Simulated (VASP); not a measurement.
Crystal: RbH6Pt.

```xyz
8
Lattice="4.5338 0.0000 0.0000 -2.2669 3.9264 0.0000 0.0000 0.0000 5.3713" Properties=species:S:1:pos:R:3 pbc="T T T"
Rb    0.0000    0.0000    0.0000
H     1.6921    1.6406    0.0000
H     2.2669    0.6451    0.0000
H     2.8416    1.6406    0.0000
H     0.5748    2.2857    0.0000
H     0.0000    3.2813    0.0000
H    -0.5748    2.2857    0.0000
Pt    0.0000    0.0000    2.6857
```

The cell was generated, and may not be a known phase.

```yaml
Program: VASP 6.6.1
Task: relaxation of cell and atoms
Functional: PBE
Potentials_or_basis: VASP PAW PBE potentials, release 64 (Rb_sv, H, Pt)
Cutoff: 600 eV
k_mesh: 6 × 6 × 4
Occupations: gaussian, width 0.1 eV
Spin: no spin polarisation
```

At the start: pressure 6.7 GPa; volume 11.95 Å³/atom.

**Question.** How do energy, volume and symmetry change on relaxing?

**Answer.** Over 18 steps the energy falls by 701.9 meV/atom and the volume is 24.18 Å³/atom (+102.4 %); space group P6/mmm (No. 191, to 0.1 Å) before and after.

Step by step:
```tsv
step	energy change (eV)	largest force (eV/Å)	pressure (GPa)	volume (Å³)
1	0.0000	1.8352	6.74	95.62
2	-1.2414	2.0730	3.61	102.74
3	-4.1402	4.0887	7.77	126.22
4	-3.1789	2.4680	3.04	112.39
5	-4.2938	1.1505	4.43	119.17
6	-4.4684	0.9494	5.94	122.66
7	-5.1695	1.1677	2.79	149.52
8	-5.4221	1.5416	1.37	178.99
9	-3.5115	3.9990	-3.35	196.11
10	-5.5143	0.5100	-0.01	181.62
11	-5.5210	0.2366	0.18	181.11
12	-5.5217	0.1227	0.26	180.91
13	-5.5478	0.1297	0.17	183.03
14	-5.6026	0.1358	0.03	189.23
15	-5.5718	0.0909	0.21	200.88
16	-5.6148	0.0847	0.08	193.34
17	-5.5918	0.7701	0.54	194.47
18	-5.6153	0.0160	0.13	193.48
```

Final structure:
```
Rb H Pt
1.0
     6.21953    0.00000    0.00000
    -3.10977    5.38627    0.00000
     0.00000    0.00000    5.77546
Rb H Pt
1 6 1
Direct
  0.00000 0.00000 0.00000
  0.53475 0.46525 0.00000
  0.53475 0.06951 0.00000
  0.93049 0.46525 0.00000
  0.46525 0.53475 0.00000
  0.46525 0.93049 0.00000
  0.06951 0.53475 0.00000
  0.00000 0.00000 0.50000
```

Caveat: the volume moved by over 15 % at a fixed basis, so the end points are rough; an odd number of electrons without spin polarisation forces a metal; a magnetic or distorted state may lie lower.
